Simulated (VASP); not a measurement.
# Al (a cell with a defect) in VASP: single point with PBEsol

Aim: the single point of Al (a cell with a defect) with PBEsol.

Everything below comes from runs of VASP 6.6.1. Logs are shortened: lines on timing, memory, paths and dates and some standing lists are left out, and cuts for length are marked.

## (1) The cell of the first run

The cell holds a defect, 26 atoms: a = 8.518 Å, b = 8.518 Å, c = 8.518 Å, α = 60.00°, β = 60.00°, γ = 60.00°.

## (2) Single point, PBEsol

Contents of INCAR:

```
PREC = Accurate
ENCUT = 520
EDIFF = 1E-6
ISMEAR = 0
SIGMA = 0.1
LREAL = Auto
LASPH = True
NELM = 100
ALGO = Fast
ISIF = 2
LWAVE = False
LCHARG = False
GGA = PS
NBANDS = 58
```

Contents of KPOINTS:

```
Automatic mesh
0
Gamma
  4 4 4
```

Contents of POSCAR:

```
Al
1.0
   -6.0230888935      6.0230888935      0.0000000000
   -6.0230888935      0.0000000000      6.0230888935
    0.0000000000      6.0230888935      6.0230888935
Al
26
Direct
    0.3306911052      0.0000000000      0.0000000000
    0.0000000000      0.3306911052      0.0000000000
    0.0000000000      0.0000000000      0.3306911052
    0.6693088948      0.0000000000      0.0000000000
    0.3334814815      0.3334814815     -0.0004444444
    0.3334814815     -0.0004444444      0.3334814815
    0.0000000000      0.6693088948      0.0000000000
   -0.0004444444      0.3334814815      0.3334814815
    0.0000000000      0.0000000000      0.6693088948
    0.6693088948      0.3306911052      0.0000000000
    0.6693088948      0.0000000000      0.3306911052
    0.3306911052      0.6693088948      0.0000000000
    0.3334814815      0.3334814815      0.3334814815
    0.3306911052      0.0000000000      0.6693088948
    0.0000000000      0.6693088948      0.3306911052
    0.0000000000      0.3306911052      0.6693088948
    0.6665185185      0.6665185185      0.0004444444
    0.6672158991      0.3327841009      0.3327841009
    0.6665185185      0.0004444444      0.6665185185
    0.3327841009      0.6672158991      0.3327841009
    0.3327841009      0.3327841009      0.6672158991
    0.0004444444      0.6665185185      0.6665185185
    0.6672158991      0.6672158991      0.3327841009
    0.6672158991      0.3327841009      0.6672158991
    0.3327841009      0.6672158991      0.6672158991
    0.6665185185      0.6665185185      0.6665185185
```

Potentials or basis: VASP PAW PBE potentials, release 64 (Al).

Command:

```sh
$ cat potpaw_PBE.64/Al/POTCAR > POTCAR
$ mpirun -np 1 vasp_std > vasp.out
```

OUTCAR:

```text
PREC = Accurate
   ENCUT = 520
   EDIFF = 1E-6
   ISMEAR = 0
   LREAL = Auto
   LASPH = True
   NELM = 100
   ISIF = 2
   GGA = PS

 ion  position               nearest neighbor table
   1  0.331  0.000  0.000-   2 2.82   3 2.82  12 2.82  14 2.82  20 2.83  21 2.83  17 2.85  19 2.85
                             5 2.85   6 2.85   4 2.88
   2  0.000  0.331  0.000-   1 2.82   3 2.82  10 2.82  16 2.82  18 2.83  21 2.83  17 2.85  22 2.85
                             5 2.85   8 2.85   7 2.88
   3  0.000  0.000  0.331-   1 2.82   2 2.82  11 2.82  15 2.82  18 2.83  20 2.83  19 2.85  22 2.85
                             6 2.85   8 2.85   9 2.88
   4  0.669  0.000  0.000-   7 2.82   9 2.82  10 2.82  11 2.82  23 2.83  24 2.83   5 2.85   6 2.85
                            17 2.85  19 2.85   1 2.88
   5  0.333  0.333  1.000-  24 2.84  25 2.84  21 2.84   6 2.84   8 2.84  13 2.84  10 2.85  12 2.85
                             7 2.85   4 2.85   1 2.85   2 2.85
   6  0.333  1.000  0.333-  23 2.84  25 2.84  20 2.84   5 2.84   8 2.84  13 2.84  14 2.85  11 2.85
                             4 2.85   9 2.85   1 2.85   3 2.85
   7  0.000  0.669  0.000-   4 2.82   9 2.82  12 2.82  15 2.82  23 2.83  25 2.83   8 2.85   5 2.85
                            17 2.85  22 2.85   2 2.88
   8  1.000  0.333  0.333-  23 2.84  24 2.84  18 2.84   5 2.84   6 2.84  13 2.84  16 2.85  15 2.85
                             7 2.85   9 2.85   2 2.85   3 2.85
   9  0.000  0.000  0.669-   4 2.82   7 2.82  14 2.82  16 2.82  24 2.83  25 2.83   6 2.85   8 2.85
[... 21 lines left out ...]
  20  0.333  0.667  0.333-   1 2.83   3 2.83  12 2.83  15 2.83  13 2.84  17 2.84  22 2.84   6 2.84
                            21 2.85  18 2.85  23 2.85  25 2.85
  21  0.333  0.333  0.667-   1 2.83   2 2.83  14 2.83  16 2.83  13 2.84  19 2.84  22 2.84   5 2.84
                            20 2.85  18 2.85  24 2.85  25 2.85
  22  0.000  0.667  0.667-  20 2.84  21 2.84  25 2.84  19 2.84  17 2.84  26 2.84  15 2.85  16 2.85
                             2 2.85   3 2.85   7 2.85   9 2.85
  23  0.667  0.667  0.333-   4 2.83   7 2.83  11 2.83  15 2.83  26 2.84   8 2.84   6 2.84  17 2.84
                            20 2.85  24 2.85  25 2.85  18 2.85
  24  0.667  0.333  0.667-   4 2.83   9 2.83  10 2.83  16 2.83  26 2.84   5 2.84   8 2.84  19 2.84
                            21 2.85  23 2.85  25 2.85  18 2.85
  25  0.333  0.667  0.667-   7 2.83   9 2.83  12 2.83  14 2.83  26 2.84   6 2.84   5 2.84  22 2.84
                            20 2.85  23 2.85  24 2.85  21 2.85
  26  0.667  0.667  0.667-  23 2.84  24 2.84  25 2.84  17 2.84  19 2.84  22 2.84  10 2.85  11 2.85
                            15 2.85  16 2.85  12 2.85  14 2.85

  LATTYP: Found a face centered cubic cell.
 ALAT       =    12.0461777870

  Lattice vectors:

 A1 = (  -6.0230888935,   6.0230888935,   0.0000000000)
 A2 = (  -6.0230888935,   0.0000000000,   6.0230888935)
 A3 = (   0.0000000000,   6.0230888935,   6.0230888935)

Analysis of symmetry for initial positions (statically):
=====================================================================
 Subroutine PRICEL returns:
 Original cell was already a primitive cell.

 Routine SETGRP: Setting up the symmetry group for a
 face centered cubic supercell.

 Subroutine GETGRP returns: Found 48 space group operations
 (whereof 48 operations were pure point group operations)
 out of a pool of 48 trial point group operations.

The static configuration has the point symmetry O_h .

Analysis of symmetry for dynamics (positions and initial velocities):
=====================================================================
 Subroutine PRICEL returns:
 Original cell was already a primitive cell.

 Routine SETGRP: Setting up the symmetry group for a
 face centered cubic supercell.

 Subroutine GETGRP returns: Found 48 space group operations
 (whereof 48 operations were pure point group operations)
 out of a pool of 48 trial point group operations.

The dynamic configuration has the point symmetry O_h .

 Subroutine INISYM returns: Found 48 space group operations
 (whereof 48 operations are pure point group operations),
 and found     1 'primitive' translations

----------------------------------------------------------------------------------------

                                     Primitive cell

  volume of cell :     437.0064

  direct lattice vectors                    reciprocal lattice vectors
    -6.023088893  6.023088893  0.000000000    -0.083013884  0.083013884 -0.083013884
    -6.023088893  0.000000000  6.023088893    -0.083013884 -0.083013884  0.083013884
     0.000000000  6.023088893  6.023088893     0.083013884  0.083013884  0.083013884

  length of vectors
     8.517934001  8.517934001  8.517934001     0.143784264  0.143784264  0.143784264
[... 69 lines left out ...]
    -0.020753471  0.020753471 -0.020753471     0.250000000  0.000000000  0.000000000
    -0.020753471 -0.020753471  0.020753471     0.000000000  0.250000000  0.000000000
     0.020753471  0.020753471  0.020753471     0.000000000  0.000000000  0.250000000

  Length of vectors
     0.035946066  0.035946066  0.035946066

  Shift w.r.t. Gamma in fractional coordinates (k-lattice)
     0.000000000  0.000000000  0.000000000

 Subroutine IBZKPT returns following result:
 ===========================================

 Found      8 irreducible k-points:

 Following reciprocal coordinates:
            Coordinates               Weight
  0.000000  0.000000  0.000000      1.000000
  0.250000  0.000000  0.000000      8.000000
  0.500000  0.000000  0.000000      4.000000
  0.250000  0.250000  0.000000      6.000000
  0.500000  0.250000  0.000000     24.000000
 -0.250000  0.250000  0.000000     12.000000
  0.500000  0.500000  0.000000      3.000000
 -0.250000  0.500000  0.250000      6.000000
   k-points           NKPTS =      8   k-points in BZ     NKDIM =      8   number of bands    NBANDS=     58
   number of dos      NEDOS =    301   number of ions     NIONS =     26
   total plane-waves  NPLWV = 262144
   dimension x,y,z NGX =    64 NGY =   64 NGZ =   64
   dimension x,y,z NGXF=   128 NGYF=  128 NGZF=  128
   ions per type =              26
   NGX,Y,Z   is equivalent  to a cutoff of  12.49, 12.49, 12.49 a.u.
   NGXF,Y,Z  is equivalent  to a cutoff of  24.98, 24.98, 24.98 a.u.
 SYSTEM =  unknown system
   PREC   = accura    normal or accurate (medium, high low for compatibility)
   ISTART =      0    job   : 0-new  1-cont  2-samecut
   ICHARG =      2    charge: 1-file 2-atom 10-const
   ISPIN  =      1    spin polarized calculation?
   LNONCOLLINEAR =      F non collinear calculations
   LSORBIT =      F    spin-orbit coupling
   LASPH  =      T    aspherical Exc in radial PAW
   ENCUT  =  520.0 eV  38.22 Ry    6.18 a.u.  15.84 15.84 15.84*2*pi/ulx,y,z
   NELM   =    100;   NELMIN=  2; NELMDL= -5     # of ELM steps
   EDIFF  = 0.1E-05   stopping-criterion for ELM
   LREAL  =      T    real-space projection
   EDIFFG = 0.1E-04   stopping-criterion for IOM
   NSW    =      0    number of steps for IOM
   IBRION =     -1    ionic relax: 0-MD 1-quasi-New 2-CG
   NFREE  =      0    steps in history (QN), initial steepest desc. (CG)
   ISIF   =      2    stress and relaxation
   ISYM   =      2    0-nonsym 1-usesym 2-fastsym
   POTIM  = 0.5000    time-step for ionic-motion
   TEBEG  =    0.0;   TEEND  =   0.0 temperature during run
   PSTRESS=    0.0 pullay stress
   NELECT =      78.0000    total number of electrons
   NUPDOWN=      -1.0000    fix difference up-down
   EMIN   =  10.00;   EMAX   =-10.00  energy-range for DOS
   EFERMI =   0.00;   METHOD = LEGACY
   ISMEAR =     0;   SIGMA  =   0.10  broadening in eV -4-tet -1-fermi 0-gaus
   EFERMI_NEDOS =   21; number of points for ismear=-14 and -15
   IALGO  =     68    algorithm
   IMIX   =      4    mixing-type and parameters
     AMIX     =   0.40;   BMIX     =  1.00
     AMIX_MAG =   1.60;   BMIX_MAG =  1.00
  volume/ion in A,a.u.               =      16.81       113.43
  Fermi-wavevector in a.u.,A,eV,Ry     =   0.921744  1.741844 11.559679  0.849612
  Thomas-Fermi vector in A             =   2.047195
   LORBIT       =      0    0 simple, 1 ext, 2 COOP (PROOUT), +10 PAW based schemes
   GGA     = PS    functional components
   LHFCALC =     F    Hartree Fock is set to
   AEXX    =    0.0000 exact exchange contribution
   IVDW    =     0    specifies the selected vdW correction
   LEPSILON=     F    determine dielectric tensor
   LRPA    =     F    only Hartree local field effects (RPA)
 non-spin polarized calculation
 RMM-DIIS sequential band-by-band and
 Gauss-broadening in eV      SIGMA  =   0.10
  energy-cutoff  :      520.00
  volume of cell :      437.01
 maximum number of plane-waves:     11800
   NGX = 31   NGY = 31   NGZ = 31

 number of electron      78.0000000 magnetization

 Free energy of the ion-electron system (eV)
  ---------------------------------------------------
  ext. energy  EPLUGINS =         0.00000000
  ---------------------------------------------------
  free energy    TOTEN  =      -105.59170183 eV

  energy without entropy =     -105.54216232  energy(sigma->0) =     -105.56693207

 E-fermi :   7.6409     XC(G=0): -10.1586

 val. band max:        7.6084619170   @ k =   0.5000   0.0000   0.0000
 cond. band min:       7.6586093044   @ k =   0.2500   0.2500   0.0000
 fundamental gap:      0.0501473874
 Fermi energy:         7.6408535112

 k-point     1 :       0.0000    0.0000    0.0000
  band No.  band energies     occupation
      1      -3.3673      2.00000
      2      -0.4767      2.00000
      3      -0.4428      2.00000
      4      -0.4428      2.00000
      5      -0.4428      2.00000
      6      -0.3695      2.00000
[... 421 lines left out ...]
     50       9.5913      0.00000
     51       9.7741      0.00000
 [bands above 51 left out]

------------------------ aborting loop because EDIFF is reached ----------------------------------------

  FORCE on cell =-STRESS in cart. coord.  units (eV):
  Direction    XX          YY          ZZ          XY          YZ          ZX
  --------------------------------------------------------------------------------------
  -------------------------------------------------------------------------------------
  Total       -1.6465883     -1.6465883     -1.6465883     -0.0000000     -0.0000000      0.0000000
  in kB       -6.0368141     -6.0368141     -6.0368141     -0.0000000     -0.0000000      0.0000000
  external PRESSURE =      -6.0368141 kB  Pullay stress =       0.0000000 kB

 VOLUME and BASIS-vectors are now :
 -----------------------------------------------------------------------------
  energy-cutoff  :      520.00
  volume of cell :      437.01
      direct lattice vectors                 reciprocal lattice vectors
    -6.023088893  6.023088893  0.000000000    -0.083013884  0.083013884 -0.083013884
    -6.023088893  0.000000000  6.023088893    -0.083013884 -0.083013884  0.083013884
     0.000000000  6.023088893  6.023088893     0.083013884  0.083013884  0.083013884

 POSITION                                       TOTAL-FORCE (eV/Angst)
 -----------------------------------------------------------------------------------
     -1.99178      1.99178      0.00000        -0.007070      0.007070     -0.000000
     -1.99178      0.00000      1.99178        -0.007070      0.000000      0.007070
      0.00000      1.99178      1.99178        -0.000000      0.007070      0.007070
     -4.03131      4.03131      0.00000         0.007070     -0.007070     -0.000000
     -4.01718      8.02900      8.02900        -0.002060     -0.002060     -0.002060
     -8.02900      4.01718      8.02900         0.002060      0.002060     -0.002060
[... 18 lines left out ...]
     -6.02309      6.02309      8.03740        -0.000000      0.000000     -0.017094
     -8.02900      8.02900      8.02900         0.002060     -0.002060     -0.002060
 -----------------------------------------------------------------------------------
    total drift:                               -0.000000      0.000000     -0.000000

  FREE ENERGIE OF THE ION-ELECTRON SYSTEM (eV)
  ---------------------------------------------------
  free  energy   TOTEN  =      -105.5917018262 eV

  energy  without entropy=     -105.5421623192  energy(sigma->0) =     -105.56693207
```

Run time: 4 min. Hardware: 1 thread of Intel Xeon Platinum 8488C (Sapphire Rapids), shared host; peak memory 0.55 GiB.

Results:

```yaml
Free_energy: -105.5917 eV
Pressure: -0.6 GPa
Largest_force: 0.017 eV/Å
Band_gap_on_the_k_mesh: zero (band 39 reaches 7.82 eV, above the bottom of band 40 at 7.21 eV)
```

Forces on the atoms (eV/Å):
```
Al  -0.007  0.007  0.000
Al  -0.007  0.000  0.007
Al   0.000  0.007  0.007
Al   0.007 -0.007  0.000
Al  -0.002 -0.002 -0.002
Al   0.002  0.002 -0.002
Al   0.007  0.000 -0.007
Al   0.002 -0.002  0.002
Al   0.000 -0.007 -0.007
Al   0.000 -0.007  0.007
Al   0.007  0.000  0.007
Al   0.000  0.007 -0.007
Al  -0.002  0.002  0.002
Al  -0.007  0.000 -0.007
Al   0.007  0.007  0.000
Al  -0.007 -0.007  0.000
Al   0.002  0.002  0.002
Al   0.000  0.000  0.017
Al  -0.002 -0.002  0.002
Al   0.000  0.017  0.000
Al  -0.017  0.000  0.000
Al  -0.002  0.002 -0.002
Al   0.017  0.000  0.000
Al   0.000 -0.017  0.000
Al   0.000  0.000 -0.017
Al   0.002 -0.002 -0.002
```

Caveat: the PAW data sets were made with another functional, which shifts forces and pressure a little.
